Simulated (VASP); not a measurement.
# NiO (Fm-3m) in VASP: single point with LDA+U

Aim: the single point of NiO with LDA+U.

Program: VASP 6.6.1. These are calculated values, not measurements. Logs are shortened: lines on timing, memory, paths and dates and some standing lists are left out, and cuts for length are marked.

**1. The cell of the first run**

The structure is cubic, space group Fm-3m (No. 225). The conventional cell has a = 4.183 Å, b = 4.183 Å, c = 4.183 Å, α = 90.00°, β = 90.00°, γ = 90.00°. Within 2.8 Å of Ni (site symmetry m-3m) lie 6 O at 2.09 Å. O (site symmetry m-3m) has 6 Ni at 2.09 Å within 2.8 Å.

**2. Single point, LDA+U**

INCAR reads:

```
SYSTEM = NiO
  PREC = Accurate
  ENCUT = 600
  EDIFF = 1E-6
  ISMEAR = 0
  SIGMA = 0.05
  LREAL = .False.
  LASPH = .True.
  NELM = 200
  ALGO = Normal
  ISIF = 2
  LWAVE = .False.
  LCHARG = .True.
  LMAXMIX = 4
  LDAU = .True.
  LDAUTYPE = 1
  LDAUL = 2 -1
  LDAUU = 5 0
  LDAUJ = 0.9 0
  LDAUPRINT = 1
  LELF = .True.
  LVHAR = .True.
  NBANDS = 32
  GGA_COMPAT = .False.
```

KPOINTS reads:

```
regular mesh
0
Gamma
  8 8 8
  0 0 0
```

POSCAR reads:

```
NiO
1.0
    0.0000000000      2.0913095100      2.0913095100
    2.0913095100      0.0000000000      2.0913095100
    4.1826190200      4.1826190200      0.0000000000
Ni O
2 2
Direct
    0.0000000000      0.0000000000      0.0000000000
    0.0000000000      0.0000000000      0.5000000000
    0.5000000000      0.5000000000      0.2500000000
    0.5000000000      0.5000000000      0.7500000000
```

Potentials or basis: VASP PAW LDA potentials, release 64 (Ni_sv_GW, O).

Started as:

```sh
$ cat potpaw_LDA.64/Ni_sv_GW/POTCAR potpaw_LDA.64/O/POTCAR > POTCAR
$ mpirun -np 1 vasp_std > vasp.out
```

OUTCAR:

```text
SYSTEM = NiO
   PREC = Accurate
   ENCUT = 600
   EDIFF = 1E-6
   ISMEAR = 0
   LREAL = .False.
   LASPH = .True.
   NELM = 200
   ISIF = 2

 ion  position               nearest neighbor table
   1  0.000  0.000  0.000-   4 2.09   3 2.09   4 2.09   3 2.09   4 2.09   3 2.09
   2  0.000  0.000  0.500-   3 2.09   3 2.09   4 2.09   3 2.09   4 2.09   4 2.09
   3  0.500  0.500  0.250-   1 2.09   1 2.09   2 2.09   1 2.09   2 2.09   2 2.09
   4  0.500  0.500  0.750-   2 2.09   1 2.09   2 2.09   1 2.09   2 2.09   1 2.09

  LATTYP: Found a trigonal (rhomboedric) cell.
 ALAT       =     5.1226411937
 COS(alpha) =     0.8333333333

  Lattice vectors:

 A1 = (   4.1826190200,   2.0913095100,  -2.0913095100)
 A2 = (   2.0913095100,   2.0913095100,  -4.1826190200)
 A3 = (   2.0913095100,   4.1826190200,  -2.0913095100)

Analysis of symmetry for initial positions (statically):
=====================================================================
 Subroutine PRICEL returns following result:

  LATTYP: Found a face centered cubic cell.
 ALAT       =     4.1826190200

  Lattice vectors:

 A1 = (   0.0000000000,   2.0913095100,   2.0913095100)
 A2 = (   2.0913095100,   0.0000000000,   2.0913095100)
 A3 = (   2.0913095100,   2.0913095100,   0.0000000000)

   2 primitive cells build up your supercell.

 Routine SETGRP: Setting up the symmetry group for a
 trigonal (rhombohedral) supercell.

 Subroutine GETGRP returns: Found 12 space group operations
 (whereof 12 operations were pure point group operations)
 out of a pool of 12 trial point group operations.

The static configuration has the point symmetry D_3d.

Analysis of symmetry for dynamics (positions and initial velocities):
=====================================================================
 Subroutine PRICEL returns following result:

  LATTYP: Found a face centered cubic cell.
 ALAT       =     4.1826190200

  Lattice vectors:

 A1 = (   0.0000000000,   2.0913095100,   2.0913095100)
 A2 = (   2.0913095100,   0.0000000000,   2.0913095100)
 A3 = (   2.0913095100,   2.0913095100,   0.0000000000)

   2 primitive cells build up your supercell.

 Routine SETGRP: Setting up the symmetry group for a
 trigonal (rhombohedral) supercell.

 Subroutine GETGRP returns: Found 12 space group operations
 (whereof 12 operations were pure point group operations)
 out of a pool of 12 trial point group operations.

The dynamic configuration has the point symmetry D_3d.

 Subroutine INISYM returns: Found 12 space group operations
 (whereof 12 operations are pure point group operations),
 and found     2 'primitive' translations

----------------------------------------------------------------------------------------

                                     Primitive cell

  volume of cell :      18.2930

  direct lattice vectors                    reciprocal lattice vectors
     0.000000000  2.091309510  2.091309510    -0.239084649  0.239084649  0.239084649
     2.091309510  0.000000000  2.091309510     0.239084649 -0.239084649  0.239084649
     2.091309510  2.091309510  0.000000000     0.239084649  0.239084649 -0.239084649

  length of vectors
     2.957558272  2.957558272  2.957558272     0.414106759  0.414106759  0.414106759

  position of ions in fractional coordinates (direct lattice)
     0.000000000  0.000000000  0.000000000
     0.500000000  0.500000000  0.500000000

  ion indices of the primitive-cell ions
   primitive index   ion index
                 1           1
                 2           3

----------------------------------------------------------------------------------------

 KPOINTS: regular mesh

Automatic generation of k-mesh.
 Grid dimensions read from file:
 generate k-points for:    8    8    8

 Generating k-lattice:

  Cartesian coordinates                     Fractional coordinates (reciprocal lattice)
[... 53 lines left out ...]
   ICHARG =      2    charge: 1-file 2-atom 10-const
   ISPIN  =      1    spin polarized calculation?
   LNONCOLLINEAR =      F non collinear calculations
   LSORBIT =      F    spin-orbit coupling
   LASPH  =      T    aspherical Exc in radial PAW
   ENCUT  =  600.0 eV  44.10 Ry    6.64 a.u.   5.91  5.91 11.81*2*pi/ulx,y,z
   NELM   =    200;   NELMIN=  2; NELMDL= -5     # of ELM steps
   EDIFF  = 0.1E-05   stopping-criterion for ELM
   LREAL  =      F    real-space projection
   EDIFFG = 0.1E-04   stopping-criterion for IOM
   NSW    =      0    number of steps for IOM
   IBRION =     -1    ionic relax: 0-MD 1-quasi-New 2-CG
   NFREE  =      0    steps in history (QN), initial steepest desc. (CG)
   ISIF   =      2    stress and relaxation
   ISYM   =      2    0-nonsym 1-usesym 2-fastsym
   POTIM  = 0.5000    time-step for ionic-motion
   TEBEG  =    0.0;   TEEND  =   0.0 temperature during run
   PSTRESS=    0.0 pullay stress
   NELECT =      48.0000    total number of electrons
   NUPDOWN=      -1.0000    fix difference up-down
   EMIN   =  10.00;   EMAX   =-10.00  energy-range for DOS
   EFERMI =   0.00;   METHOD = LEGACY
   ISMEAR =     0;   SIGMA  =   0.05  broadening in eV -4-tet -1-fermi 0-gaus
   EFERMI_NEDOS =   21; number of points for ismear=-14 and -15
   IALGO  =     38    algorithm
   IMIX   =      4    mixing-type and parameters
     AMIX     =   0.40;   BMIX     =  1.00
     AMIX_MAG =   1.60;   BMIX_MAG =  1.00
  volume/ion in A,a.u.               =       9.15        61.72
  Fermi-wavevector in a.u.,A,eV,Ry     =   1.792188  3.386745 43.701074  3.211938
  Thomas-Fermi vector in A             =   2.854603
   LORBIT       =      0    0 simple, 1 ext, 2 COOP (PROOUT), +10 PAW based schemes
 LDA+U is selected, type is set to LDAUTYPE =  1
   angular momentum for each species LDAUL =     2   -1
   U (eV)           for each species LDAUU =   5.0  0.0
   J (eV)           for each species LDAUJ =   0.9  0.0
   GGA     = CA    functional components
   LHFCALC =     F    Hartree Fock is set to
   AEXX    =    0.0000 exact exchange contribution
   IVDW    =     0    specifies the selected vdW correction
   LEPSILON=     F    determine dielectric tensor
   LRPA    =     F    only Hartree local field effects (RPA)
 non-spin polarized calculation
 Gauss-broadening in eV      SIGMA  =   0.05
  energy-cutoff  :      600.00
  volume of cell :       36.59
 maximum number of plane-waves:      1232
   NGX = 11   NGY = 11   NGZ = 23

atom =   1  type =  1  l = 2

 onsite density matrix

spin component  1

  0.9178  0.0000 -0.0000  0.0000 -0.0000
  0.0000  0.9178 -0.0000 -0.0000  0.0000
 -0.0000 -0.0000  0.6068 -0.0000  0.0000
  0.0000 -0.0000 -0.0000  0.9178 -0.0000
 -0.0000  0.0000  0.0000 -0.0000  0.6068

spin component  2

  0.9178  0.0000 -0.0000  0.0000 -0.0000
  0.0000  0.9178 -0.0000 -0.0000  0.0000
 -0.0000 -0.0000  0.6068 -0.0000  0.0000
  0.0000 -0.0000 -0.0000  0.9178 -0.0000
 -0.0000  0.0000  0.0000 -0.0000  0.6068

 occupancies and eigenvectors

  o =  0.6068  v =  0.0001  0.0001  1.0000  0.0001  0.0000  0.0000  0.0000  0.0000  0.0000  0.0000      0.0000  0.0000  0.0000  0.0000  0.0000  0.0000  0.0000  0.0000  0.0000  0.0000
  o =  0.6068  v =  0.0000  0.0001  0.0000 -0.0001 -1.0000  0.0000  0.0000  0.0000  0.0000  0.0000      0.0000  0.0000  0.0000  0.0000  0.0000  0.0000  0.0000  0.0000  0.0000  0.0000
  o =  0.6068  v =  0.0000  0.0000  0.0000  0.0000  0.0000  0.0001  0.0001  1.0000  0.0001  0.0000      0.0000  0.0000  0.0000  0.0000  0.0000  0.0000  0.0000  0.0000  0.0000  0.0000
  o =  0.6068  v =  0.0000  0.0000  0.0000  0.0000  0.0000  0.0000  0.0001  0.0000 -0.0001 -1.0000      0.0000  0.0000  0.0000  0.0000  0.0000  0.0000  0.0000  0.0000  0.0000  0.0000
  o =  0.9178  v =  0.5774 -0.5774 -0.0000 -0.5774  0.0000  0.0000  0.0000  0.0000  0.0000  0.0000      0.0000  0.0000  0.0000  0.0000  0.0000  0.0000  0.0000  0.0000  0.0000  0.0000
  o =  0.9178  v =  0.0000  0.0000  0.0000  0.0000  0.0000  0.5774 -0.5774 -0.0000 -0.5774  0.0000      0.0000  0.0000  0.0000  0.0000  0.0000  0.0000  0.0000  0.0000  0.0000  0.0000
  o =  0.9179  v =  0.0000  0.0000  0.0000  0.0000  0.0000  0.0000 -0.7071 -0.0000  0.7071 -0.0002      0.0000  0.0000  0.0000  0.0000  0.0000  0.0000  0.0000  0.0000  0.0000  0.0000
  o =  0.9179  v =  0.0000 -0.7071 -0.0000  0.7071 -0.0002  0.0000  0.0000  0.0000  0.0000  0.0000      0.0000  0.0000  0.0000  0.0000  0.0000  0.0000  0.0000  0.0000  0.0000  0.0000
  o =  0.9179  v =  0.8165  0.4082 -0.0002  0.4082 -0.0000  0.0000  0.0000  0.0000  0.0000  0.0000      0.0000  0.0000  0.0000  0.0000  0.0000  0.0000  0.0000  0.0000  0.0000  0.0000
  o =  0.9179  v =  0.0000  0.0000  0.0000  0.0000  0.0000  0.8165  0.4082 -0.0002  0.4082 -0.0000      0.0000  0.0000  0.0000  0.0000  0.0000  0.0000  0.0000  0.0000  0.0000  0.0000

atom =   2  type =  1  l = 2

 onsite density matrix

spin component  1

  0.9178  0.0000 -0.0000  0.0000 -0.0000
  0.0000  0.9178 -0.0000 -0.0000  0.0000
 -0.0000 -0.0000  0.6068 -0.0000  0.0000
  0.0000 -0.0000 -0.0000  0.9178 -0.0000
 -0.0000  0.0000  0.0000 -0.0000  0.6068

spin component  2

  0.9178  0.0000 -0.0000  0.0000 -0.0000
  0.0000  0.9178 -0.0000 -0.0000  0.0000
 -0.0000 -0.0000  0.6068 -0.0000  0.0000
  0.0000 -0.0000 -0.0000  0.9178 -0.0000
 -0.0000  0.0000  0.0000 -0.0000  0.6068

 occupancies and eigenvectors

  o =  0.6068  v = -0.0000 -0.0001 -0.0034  0.0001  1.0000  0.0000  0.0000  0.0000  0.0000  0.0000      0.0000  0.0000  0.0000  0.0000  0.0000  0.0000  0.0000  0.0000  0.0000  0.0000
  o =  0.6068  v =  0.0000  0.0000  0.0000  0.0000  0.0000 -0.0000 -0.0001 -0.0034  0.0001  1.0000      0.0000  0.0000  0.0000  0.0000  0.0000  0.0000  0.0000  0.0000  0.0000  0.0000
  o =  0.6068  v =  0.0000  0.0000  0.0000  0.0000  0.0000 -0.0001 -0.0001 -1.0000 -0.0001 -0.0034      0.0000  0.0000  0.0000  0.0000  0.0000  0.0000  0.0000  0.0000  0.0000  0.0000
  o =  0.6068  v = -0.0001 -0.0001 -1.0000 -0.0001 -0.0034  0.0000  0.0000  0.0000  0.0000  0.0000      0.0000  0.0000  0.0000  0.0000  0.0000  0.0000  0.0000  0.0000  0.0000  0.0000
  o =  0.9178  v =  0.5774 -0.5774  0.0000 -0.5774  0.0000  0.0000  0.0000  0.0000  0.0000  0.0000      0.0000  0.0000  0.0000  0.0000  0.0000  0.0000  0.0000  0.0000  0.0000  0.0000
  o =  0.9178  v =  0.0000  0.0000  0.0000  0.0000  0.0000  0.5774 -0.5774  0.0000 -0.5774  0.0000      0.0000  0.0000  0.0000  0.0000  0.0000  0.0000  0.0000  0.0000  0.0000  0.0000
  o =  0.9179  v =  0.0000  0.0000  0.0000  0.0000  0.0000 -0.0571  0.6768  0.0000 -0.7339  0.0002      0.0000  0.0000  0.0000  0.0000  0.0000  0.0000  0.0000  0.0000  0.0000  0.0000
  o =  0.9179  v = -0.0571  0.6768  0.0000 -0.7339  0.0002  0.0000  0.0000  0.0000  0.0000  0.0000      0.0000  0.0000  0.0000  0.0000  0.0000  0.0000  0.0000  0.0000  0.0000  0.0000
  o =  0.9179  v =  0.8145  0.4567 -0.0002  0.3578  0.0000  0.0000  0.0000  0.0000  0.0000  0.0000      0.0000  0.0000  0.0000  0.0000  0.0000  0.0000  0.0000  0.0000  0.0000  0.0000
  o =  0.9179  v =  0.0000  0.0000  0.0000  0.0000  0.0000  0.8145  0.4567 -0.0002  0.3578  0.0000      0.0000  0.0000  0.0000  0.0000  0.0000  0.0000  0.0000  0.0000  0.0000  0.0000

 number of electron      48.0000026 magnetization

 Free energy of the ion-electron system (eV)
  ---------------------------------------------------
  ext. energy  EPLUGINS =         0.00000000
  ---------------------------------------------------
  free energy    TOTEN  =       -22.34790265 eV

  energy without entropy =      -22.34096758  energy(sigma->0) =      -22.34443512

 E-fermi :   6.4460     XC(G=0): -13.5378

 val. band max:        6.4448163287   @ k =  -0.1250   0.3750   0.1250
 cond. band min:       6.4462524439   @ k =  -0.2500  -0.3750   0.1250
 fundamental gap:      0.0014361152
 Fermi energy:         6.4460498426

 k-point     1 :       0.0000    0.0000    0.0000
  band No.  band energies     occupation
      1     -94.9522      2.00000
      2     -94.9492      2.00000
      3     -56.0183      2.00000
      4     -55.9883      2.00000
      5     -55.9883      2.00000
      6     -55.9838      2.00000
[... 829 lines left out ...]
     31      18.3794      0.00000
     32      20.1475      0.00000

 [... further k-points ...]
[... 5 lines left out ...]
  --------------------------------------------------------------------------------------
  -------------------------------------------------------------------------------------
  Total       -5.3991106     -5.3991106     -5.3991106     -0.0041861      0.0041861      0.0041861
  in kB     -236.4383291   -236.4383291   -236.4383291     -0.1833165      0.1833165      0.1833165
  external PRESSURE =    -236.4383291 kB  Pullay stress =       0.0000000 kB

 VOLUME and BASIS-vectors are now :
 -----------------------------------------------------------------------------
  energy-cutoff  :      600.00
  volume of cell :       36.59
      direct lattice vectors                 reciprocal lattice vectors
     0.000000000  2.091309510  2.091309510    -0.239084649  0.239084649  0.239084649
     2.091309510  0.000000000  2.091309510     0.239084649 -0.239084649  0.239084649
     4.182619020  4.182619020  0.000000000     0.119542324  0.119542324 -0.119542324

 POSITION                                       TOTAL-FORCE (eV/Angst)
 -----------------------------------------------------------------------------------
      0.00000      0.00000      0.00000        -0.000000      0.000000      0.000000
      2.09131      2.09131      0.00000         0.000000     -0.000000     -0.000000
      2.09131      2.09131      2.09131         0.000000      0.000000     -0.000000
      4.18262      4.18262      2.09131        -0.000000     -0.000000     -0.000000
 -----------------------------------------------------------------------------------
    total drift:                                0.000000      0.000000     -0.000000

  FREE ENERGIE OF THE ION-ELECTRON SYSTEM (eV)
  ---------------------------------------------------
  free  energy   TOTEN  =       -22.3479026520 eV

  energy  without entropy=      -22.3409675846  energy(sigma->0) =      -22.34443512
```

Run time: 2.3 min. Hardware: 1 thread of Intel Xeon Platinum 8375C at 2.90GHz (Ice Lake), shared host; peak memory 0.22 GiB.

Results:

```
Free energy            : -22.3479 eV
Pressure               : -23.6 GPa
Band gap on the k mesh : zero (bands 24 and 25 overlap by 0.47 eV)
```

Eigenvalues of the final occupation matrices:
```
    site  spin  trace               eigenvalues
site 1 d     1   3.97  0.61 0.61 0.92 0.92 0.92
site 1 d     2   3.97  0.61 0.61 0.92 0.92 0.92
site 2 d     1   3.97  0.61 0.61 0.92 0.92 0.92
site 2 d     2   3.97  0.61 0.61 0.92 0.92 0.92
```

Caveat: the cell stands under tension; the run has no spin polarisation, though such a crystal can be magnetic; U without spin polarisation on a metal has little footing. Spin polarisation is off, so any magnetic state and its effect on volume and gap are missing.
